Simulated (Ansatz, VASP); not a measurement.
**One calculation of CaO, two programs**

Contents of POSCAR:

```
CaO
1.0
    0.0701210838      2.6067317416      2.6067317416
    2.6067317416      0.0701210838      2.6067317416
    2.6768528254      2.6768528254      0.0000000000
Ca O
1 1
Direct
    0.0047596953      0.0047596953     -0.0047596953
    0.2452403047      0.2452403047      0.2547596953
```

Contents of INCAR.step1:

```
PREC = Accurate
ENCUT = 520
ISMEAR = 0
SIGMA = 0.01
LREAL = F
LASPH = T
NELM = 100
NBANDS = 15
GGA = PE
ALGO = Normal
EDIFF = 1E-4
LWAVE = T
LCHARG = F
```

The input INCAR.step2:

```
PREC = Accurate
ENCUT = 520
EDIFF = 1E-6
ISMEAR = 0
SIGMA = 0.01
LREAL = F
LASPH = T
NELM = 100
ALGO = Normal
ISIF = 2
LWAVE = F
LCHARG = F
METAGGA = R2SCAN
LMIXTAU = T
NBANDS = 15
ISTART = 1
```

Contents of KPOINTS:

```
Automatic mesh
0
Gamma
  8 8 8
```

Input for Ansatz:

```yaml
crystal:
  lattice:
    - [0.0701210838, 2.6067317416, 2.6067317416]
    - [2.6067317416, 0.0701210838, 2.6067317416]
    - [2.6768528254, 2.6768528254, 0.0]
  atoms:
    - { symbol: Ca, position: [0.0047596953, 0.0047596953, -0.0047596953] }
    - { symbol: O, position: [0.2452403047, 0.2452403047, 0.2547596953] }
kpoints:
  mp_grid: { grid: [8, 8, 8] }
  band_path:
    path:
      - [0.0, 0.0, 0.0]
      - [-0.5, -0.5, 0.0]
      - [-0.375, -0.375, 0.25]
      - [-0.375, 0.0, 0.375]
      - [0.0, 0.0, 0.5]
      - [-0.5, -0.25, 0.25]
    npoints: 1
hamiltonian:
  xc: r2scan
scf:
  occupations: { method: fixed }
  n_extra_bands: 4
output:
  forces: true
  stress: true
  eigenvalues: true
```

Change from the starting cell: shear_xy strain +5.4%.

Alike in both runs: task single point; functional r2SCAN; k mesh 8 × 8 × 8; no spin polarisation.

```csv
,VASP,Ansatz
version,VASP 6.6.1,Ansatz 0.2.0
potentials or method,"VASP PAW PBE potentials, release 64 (Ca_sv, O)","plane waves, PAW"
plane-wave cutoff (eV),520,500
occupations,"gaussian, width 0.01 eV",fixed
valence electrons in the cell,16,16
```

Ansatz gave:

* gap on the k mesh at the Fermi level (eV): 3.69
* pressure (GPa): -0.1
* traceless stress, the component that is largest in VASP (GPa): -2.07
* rms of the force components (eV/Å): 0.001

**Question.** What did VASP give for the same quantities?

**Answer.** gap on the k mesh at the Fermi level (eV): 3.67; pressure (GPa): 0.8; traceless stress, the component that is largest in VASP (GPa): -2.08; rms of the force components (eV/Å): 0.010.

VASP's potentials were made for PBE, not for r2SCAN. Atom by atom the forces differ by 0.009 eV/Å (rms over components).
